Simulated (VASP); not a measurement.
Ir: single point with PBE+D4

Crystal: Ir.

```
Ir
1.0
     0.00000    5.74680    5.74680
     3.83120    0.00000    3.83120
     3.83120    3.83120    0.00000
Ir
12
Direct
  0.00000 0.00000 0.00000
  0.00000 0.00000 0.50000
  0.00000 0.50000 0.00000
  0.00000 0.50000 0.50000
  0.33333 0.00000 0.00000
  0.33333 0.00000 0.50000
  0.33333 0.50000 0.00000
  0.33333 0.50000 0.50000
  0.66667 0.00000 0.00000
  0.66667 0.00000 0.50000
  0.66667 0.50000 0.00000
  0.66667 0.50000 0.50000
```

| Property | Result |
| --- | --- |
| Program | VASP 6.6.1 |
| Task | single point |
| Functional | PBE |
| Dispersion | D4 |
| Potentials or basis | VASP PAW PBE potentials, release 64 (Ir) |
| Cutoff | 500 eV |
| k mesh | 2 × 3 × 3 |
| Occupations | gaussian, width 0.05 eV |
| Spin | no spin polarisation |
| Dipole correction | no |
| Further INCAR settings | ALGO = Normal; EDIFF = 1e-06; NBANDS = 66 |

```json
{"Pressure": "3.4 GPa", "Band gap on the k mesh": "zero (bands 54 and 55 overlap by 1.41 eV)", "Dispersion energy per atom": "-0.929 eV"}
```

Levels at points of the mesh, in eV from the Fermi level:
```tsv
k point	band 53	band 54	band 55	band 56	band 57	band 58
(0.00, 0.00, 0.00)	1.34	1.38	1.38	1.38	1.38	1.46
(0.50, 0.00, 0.00)	1.38	1.38	1.46	1.46	1.46	1.46
```

Wall time 74 s on 1 thread of Intel(R) Xeon(R) Platinum 8488C (Sapphire Rapids), on a shared host, peak memory 0.3 GiB.

Caveat: the k points lie up to 0.47 Å⁻¹ apart, too coarse for converged energies and pressures of a metal; spin-orbit coupling is left out, which moves the levels of the heavy elements.
